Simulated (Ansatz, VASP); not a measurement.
# GaN: VASP beside Ansatz

```xyz
2
Lattice="0.0000 2.2490 2.2490 2.2490 0.0000 2.2490 2.2490 2.2490 0.0000" Properties=species:S:1:pos:R:3 pbc="T T T"
Ga    0.0000    0.0000    0.0000
N     1.1245    1.1245    1.1245
```

Alike in both runs: task single point; functional PBE; k mesh 10 × 10 × 10; occupations fermi-dirac, width 0.02 eV; no spin polarisation.

|  | VASP | Ansatz |
| --- | --- | --- |
| version | VASP 6.6.1 | Ansatz 0.2.0 |
| potentials or method | VASP PAW PBE potentials, release 64 (Ga_d, N) | plane waves, PAW |
| plane-wave cutoff (eV) | 520 | 420 |
| valence electrons in the cell | 18 | 18 |

```csv
,VASP,Ansatz,Ansatz less VASP
gap on the k mesh at the Fermi level (eV),1.76,1.76,-0.008
pressure (GPa),6.3,6.2,-0.06
```
